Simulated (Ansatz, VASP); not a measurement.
## SbAs in VASP and in Ansatz

The input INCAR:

```
  PREC = Accurate
  ENCUT = 520
  EDIFF = 1E-7
  ISMEAR = 0
  SIGMA = 0.1
  LREAL = False
  LASPH = True
  NELM = 80
  ALGO = Normal
  ISIF = 2
  LWAVE = False
  LCHARG = False
  LDIPOL = True
  IDIPOL = 3
  DIPOL = 0.5 0.5 0.500
  GGA = PE
  IVDW = 12
  NBANDS = 18
```

KPOINTS

```
regular mesh
0
Gamma
  6 6 1
```

File POSCAR:

```
SbAs
1.0
    4.2070712900      0.0000000000      0.0000000000
   -2.1035356500      3.6434314800      0.0000000000
    0.0000000000      0.0000000000     21.0000000000
Sb As
2 2
Direct
    0.0000000000      0.0000000000      0.3568822400
    0.3333333300      0.6666666700      0.5771428600
    0.3333333300      0.6666666700      0.4228571400
    0.0000000000      0.0000000000      0.6431177600
```

Input for Ansatz:

```yaml
crystal:
  lattice:
    - [4.20707129, 0.0, 0.0]
    - [-2.10353565, 3.64343148, 0.0]
    - [0.0, 0.0, 21.0]
  atoms:
    - { symbol: Sb, position: [0.0, 0.0, 0.35688224] }
    - { symbol: Sb, position: [0.33333333, 0.66666667, 0.57714286] }
    - { symbol: As, position: [0.33333333, 0.66666667, 0.42285714] }
    - { symbol: As, position: [0.0, 0.0, 0.64311776] }
  periodic: [true, true, false]
basis:
  ecutwfc: 420
kpoints:
  mp_grid: { grid: [6, 6, 1] }
hamiltonian:
  xc: pbe
  dispersion: d3bj
scf:
  occupations: { method: gaussian, width: 0.1 }
  lower_state_search: "off"
output:
  forces: true
  stress: true
  eigenvalues: true
```

Alike in both runs: task single point; functional PBE; dispersion D3(BJ); k mesh 6 × 6 × 1; occupations gaussian, width 0.1 eV; no spin polarisation.

|  | VASP | Ansatz |
| --- | --- | --- |
| version | VASP 6.6.1 | Ansatz 0.2.0 |
| potentials or method | VASP PAW PBE potentials, release 64 (Sb, As), cutoff 520 eV | scalar-relativistic, plane waves, PAW |
| valence electrons in the cell | 20 | 60 |

```tsv
	VASP	Ansatz	Ansatz less VASP
gap on the k mesh at the Fermi level (eV)	none	none	-
rms of the force components (eV/Å)	0.111	0.135	+0.0235
```

Atom by atom the forces differ by 0.025 eV/Å (rms over components). A gap of «none» marks a metal or a gap that the smearing closes. VASP's potentials hold 20 valence electrons a cell and Ansatz's 60, so a difference there can come from the potentials and not from the codes. Ansatz's warnings: slab cell height set, structure snapped to symmetry.

Neither program's run includes spin-orbit coupling.
